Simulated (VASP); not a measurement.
# Sb (P6_3/mmc) in VASP: further runs, part 2 of 2

VASP 6.6.1.

### Step 3. Density of states, LDA

This run uses another cell than the first one, of 25.68 Å³/atom, 2.326 times its volume.

The input, POSCAR:

```
Sb
1.0
    3.3045895964      0.0000000000      0.0000000000
   -1.6522947982      2.8618585396      0.0000000000
    0.0000000000      0.0000000000      5.4298225845
Sb
2
Direct
    0.3333333333      0.6666666667      0.2500000000
    0.6666666667      0.3333333333      0.7500000000
```

The input, INCAR.step1:

```
PREC     = Accurate       # precision mode
ENCUT    = 520            # plane-wave cutoff, eV
EDIFF    = 1E-6           # SCF threshold, eV
ISMEAR   = -1             # smearing method
SIGMA    = 0.05           # smearing width, eV
LREAL    = F              # projectors in reciprocal space
LASPH    = T              # aspherical terms in the spheres
NELM     = 60             # most SCF steps
ALGO     = Normal         # electronic algorithm
ISIF     = 2              # what is computed and relaxed
LWAVE    = F              # write WAVECAR
LCHARG   = T              # write CHGCAR
GGA      = CA             # functional
NBANDS   = 12             # bands
```

The input, KPOINTS.step1:

```
Automatic mesh
0
Gamma
  14 14 8
```

The input, INCAR.step2:

```
PREC     = Accurate       # precision mode
ENCUT    = 520            # plane-wave cutoff, eV
EDIFF    = 1E-6           # SCF threshold, eV
ISMEAR   = -5             # smearing method
SIGMA    = 0.05           # smearing width, eV
LREAL    = F              # projectors in reciprocal space
LASPH    = T              # aspherical terms in the spheres
NELM     = 60             # most SCF steps
ALGO     = Normal         # electronic algorithm
ISIF     = 2              # what is computed and relaxed
LWAVE    = F              # write WAVECAR
LCHARG   = F              # write CHGCAR
GGA      = CA             # functional
LORBIT   = 11             # projections on sites
NBANDS   = 12             # bands
NEDOS    = 2001           # points of the DOS
ICHARG   = 11             # starting density
```

The input, KPOINTS.step2:

```
Automatic mesh
0
Gamma
  21 21 12
```

Potentials or basis: VASP PAW LDA potentials, release 64 (Sb).

On the command line:

```bash
$ cat potpaw_LDA.64/Sb/POTCAR > POTCAR
$ cp INCAR.step1 INCAR
$ cp KPOINTS.step1 KPOINTS
$ mpirun -np 1 vasp_std > vasp.out
$ cp INCAR.step2 INCAR
$ cp KPOINTS.step2 KPOINTS
$ mpirun -np 1 vasp_std > vasp.out
```

OUTCAR:

```text
PREC = Accurate
   ENCUT = 520
   EDIFF = 1E-6
   ISMEAR = -5
   LREAL = F
   LASPH = T
   NELM = 60
   ISIF = 2
   GGA = CA
   LORBIT = 11
   ICHARG = 11

 ion  position               nearest neighbor table
   1  0.333  0.667  0.250-   2 3.32   2 3.32   2 3.32   2 3.32   2 3.32   2 3.32
   2  0.667  0.333  0.750-   1 3.32   1 3.32   1 3.32   1 3.32   1 3.32   1 3.32

  LATTYP: Found a hexagonal cell.
 ALAT       =     3.3045895964
 C/A-ratio  =     1.6431155598

  Lattice vectors:

 A1 = (   3.3045895964,   0.0000000000,   0.0000000000)
 A2 = (  -1.6522947982,   2.8618585396,   0.0000000000)
 A3 = (   0.0000000000,   0.0000000000,   5.4298225845)

Analysis of symmetry for initial positions (statically):
=====================================================================
 Subroutine PRICEL returns:
 Original cell was already a primitive cell.

 Routine SETGRP: Setting up the symmetry group for a
 hexagonal supercell.

 Subroutine GETGRP returns: Found 24 space group operations
 (whereof 12 operations were pure point group operations)
 out of a pool of 24 trial point group operations.

The static configuration has the point symmetry D_3d.
 The point group associated with its full space group is D_6h.

Analysis of symmetry for dynamics (positions and initial velocities):
=====================================================================
 Subroutine PRICEL returns:
 Original cell was already a primitive cell.

 Routine SETGRP: Setting up the symmetry group for a
 hexagonal supercell.

 Subroutine GETGRP returns: Found 24 space group operations
 (whereof 12 operations were pure point group operations)
 out of a pool of 24 trial point group operations.

The dynamic configuration has the point symmetry D_3d.
 The point group associated with its full space group is D_6h.

 Subroutine INISYM returns: Found 24 space group operations
 (whereof 12 operations are pure point group operations),
[... 132 lines left out ...]
  volume of cell :       51.35
 maximum number of plane-waves:      1404
 NGX is ok and might be reduce to    28

 number of electron       9.9999999 magnetization

 Free energy of the ion-electron system (eV)
  ---------------------------------------------------
  ext. energy  EPLUGINS =         0.00000000
  ---------------------------------------------------
  free energy    TOTEN  =        -9.14676364 eV

  energy without entropy =       -9.14676364  energy(sigma->0) =       -9.14676364

 E-fermi :   9.0850     XC(G=0): -10.5764

 val. band max:        9.2114972655   @ k =   0.4286   0.1429   0.2500
 cond. band min:       8.9785301541   @ k =   0.2857   0.2381   0.2500
 fundamental gap:     -0.2329671113
 Fermi energy:         9.0849600616

 k-point     1 :       0.0000    0.0000    0.0000
  band No.  band energies     occupation
      1      -4.2733      2.00000
      2      -0.3406      2.00000
      3       2.9377      2.00000
      4      12.8535      0.00000
      5      12.8535      0.00000
      6      14.5313      0.00000
      7      14.5313      0.00000
      8      14.6234      0.00000
      9      17.0144      0.00000
     10      18.0313      0.00000
     11      19.0236      0.00000
     12      19.0237      0.00000
[... 331 lines left out ...]
 k-point    24 :       0.1905    0.0952    0.0000
  band No.  band energies     occupation
      1      -3.1116      2.00000
      2       0.6475      2.00000
      3       4.1396      2.00000
      4       7.4883      2.00000
      5       9.2567      0.53997
      6      11.2833      0.00000
      7      12.8614      0.00000
      8      13.0033      0.00000
      9      16.0451      0.00000
     10      16.7608      0.00000
     11      18.5178      0.00000
     12      18.5931      0.00000

 [... further k-points ...]

------------------------ aborting loop because EDIFF is reached ----------------------------------------

  FORCE on cell =-STRESS in cart. coord.  units (eV):
  Direction    XX          YY          ZZ          XY          YZ          ZX
  --------------------------------------------------------------------------------------
  -------------------------------------------------------------------------------------
  Total        0.1061018      0.1061018      0.0736204     -0.0000000      0.0000000      0.0000000
  in kB        3.3104113      3.3104113      2.2969824     -0.0000000      0.0000000      0.0000000
  external PRESSURE =       2.9726017 kB  Pullay stress =       0.0000000 kB

 VOLUME and BASIS-vectors are now :
 -----------------------------------------------------------------------------
  energy-cutoff  :      520.00
  volume of cell :       51.35
      direct lattice vectors                 reciprocal lattice vectors
     3.304589596  0.000000000  0.000000000     0.302609438  0.174711640  0.000000000
    -1.652294798  2.861858540  0.000000000     0.000000000  0.349423281  0.000000000
     0.000000000  0.000000000  5.429822585     0.000000000  0.000000000  0.184168080

 POSITION                                       TOTAL-FORCE (eV/Angst)
 -----------------------------------------------------------------------------------
     -0.00000      1.90791      1.35746         0.000000      0.000000      0.000000
      1.65229      0.95395      4.07237        -0.000000     -0.000000      0.000000
 -----------------------------------------------------------------------------------
    total drift:                               -0.000000      0.000000     -0.000000

  FREE ENERGIE OF THE ION-ELECTRON SYSTEM (eV)
  ---------------------------------------------------
  free  energy   TOTEN  =        -9.1467636359 eV

  energy  without entropy=       -9.1467636359  energy(sigma->0) =       -9.14676364

 total charge

# of ion       s       p       d       tot
------------------------------------------
    1        1.265   1.069   0.047   2.381
    2        1.265   1.069   0.047   2.381
--------------------------------------------------
tot          2.530   2.138   0.093   4.761
```

OUTCAR.step1:

```text
PREC = Accurate
   ENCUT = 520
   EDIFF = 1E-6
   ISMEAR = -1
   LREAL = F
[... 587 lines left out ...]
     -0.00000      1.90791      1.35746         0.000000      0.000000      0.000000
      1.65229      0.95395      4.07237        -0.000000     -0.000000      0.000000
 -----------------------------------------------------------------------------------
    total drift:                               -0.000000      0.000000     -0.000000

  FREE ENERGIE OF THE ION-ELECTRON SYSTEM (eV)
  ---------------------------------------------------
  free  energy   TOTEN  =        -9.1501960602 eV

  energy  without entropy=       -9.1367302787  energy(sigma->0) =       -9.14346317
```

OSZICAR.step1:

```text
N       E                     dE             d eps       ncg     rms          rms(c)
DAV:   1     0.356185448605E+02    0.35619E+02   -0.36008E+03  2880   0.668E+02
DAV:   2    -0.729117869539E+01   -0.42910E+02   -0.41707E+02  4036   0.112E+02
DAV:   3    -0.914941508671E+01   -0.18582E+01   -0.18386E+01  3636   0.259E+01
DAV:   4    -0.916413934176E+01   -0.14724E-01   -0.14719E-01  3264   0.280E+00
DAV:   5    -0.916430374638E+01   -0.16440E-03   -0.16440E-03  3464   0.323E-01    0.275E+00
DAV:   6    -0.915519878142E+01    0.91050E-02   -0.31223E-03  3224   0.250E-01    0.158E+00
DAV:   7    -0.915021851636E+01    0.49803E-02   -0.57597E-03  3092   0.340E-01    0.285E-02
DAV:   8    -0.915019666118E+01    0.21855E-04   -0.72054E-05  3416   0.600E-02    0.151E-02
DAV:   9    -0.915019606022E+01    0.60097E-06   -0.14962E-06  2892   0.924E-03
   1 F= -.91501961E+01 E0= -.91434632E+01  d E =-.134658E-01
```

Run time: 4.1 min. Hardware: 1 thread of AMD EPYC 7R13, shared host; peak memory 0.27 GiB.

Results:

- Valence electrons inside the program's atomic spheres: Sb 2.38

Caveat: spin-orbit coupling is left out, which moves the levels of the heavy elements; tetrahedron occupations give inexact forces and stress in metals.

### Step 4. Density of states, LDA (volume scaled by 0.43)

The input, POSCAR:

```
Sb
1.0
    2.5372765848      0.0000000000      0.0000000000
   -1.2686382924      2.1973459788      0.0000000000
    0.0000000000      0.0000000000      3.9605320719
Sb
2
Direct
    0.3333333333      0.6666666667      0.2500000000
    0.6666666667      0.3333333333      0.7500000000
```

The input, INCAR.step1:

```
ALGO = Normal
EDIFF = 1E-6
ENCUT = 400
GGA_COMPAT = False
ISIF = 2
ISMEAR = -1
LASPH = True
LCHARG = True
LORBIT = 11
LREAL = False
LWAVE = False
NBANDS = 22
NEDOS = 2001
NELM = 120
PREC = Accurate
SIGMA = 0.05
```

The input, KPOINTS.step1:

```
k-points
0
Gamma
  14 14 8
```

The input, INCAR.step2:

```
ALGO = Normal
EDIFF = 1E-6
ENCUT = 400
GGA_COMPAT = False
ICHARG = 11
ISIF = 2
ISMEAR = -5
LASPH = True
LCHARG = False
LORBIT = 11
LREAL = False
LWAVE = False
NEDOS = 1001
NELM = 120
PREC = Accurate
SIGMA = 0.05
```

The input, KPOINTS.step2:

```
k-points
0
Gamma
  21 21 12
```

Potentials or basis: VASP PAW LDA potentials, release 64 (Sb_d_GW).

On the command line:

```bash
$ cat potpaw_LDA.64/Sb_d_GW/POTCAR > POTCAR
$ cp INCAR.step1 INCAR
$ cp KPOINTS.step1 KPOINTS
$ mpirun -np 1 vasp_std > vasp.out
$ cp INCAR.step2 INCAR
$ cp KPOINTS.step2 KPOINTS
$ mpirun -np 1 vasp_std > vasp.out
```

Wall time 2 min (1 thread of Intel Xeon 6975P-C (Granite Rapids), shared host); peak memory 0.22 GiB.

The run converged. Its results:

- Valence electrons inside the program's atomic spheres: Sb 14.49

Levels at points of the mesh, in eV from the Fermi level:
| k point | band 11 | band 12 | band 13 | band 14 | band 15 | band 16 | band 17 | band 18 | band 19 |
| --- | --- | --- | --- | --- | --- | --- | --- | --- | --- |
| (0.00, 0.00, 0.00) | -24.41 | -14.05 | -11.61 | 6.83 | 7.47 | 7.47 | 9.05 | 10.12 | 10.72 |
| (0.00, 0.00, 0.50) | -21.60 | -21.60 | 0.38 | 0.38 | 7.07 | 7.07 | 9.19 | 9.24 | 9.91 |

Caveat: the cell differs from its parent crystal (volume scaled by 0.43); spin-orbit coupling is left out, which moves the levels of the heavy elements; tetrahedron occupations give inexact forces and stress in metals.
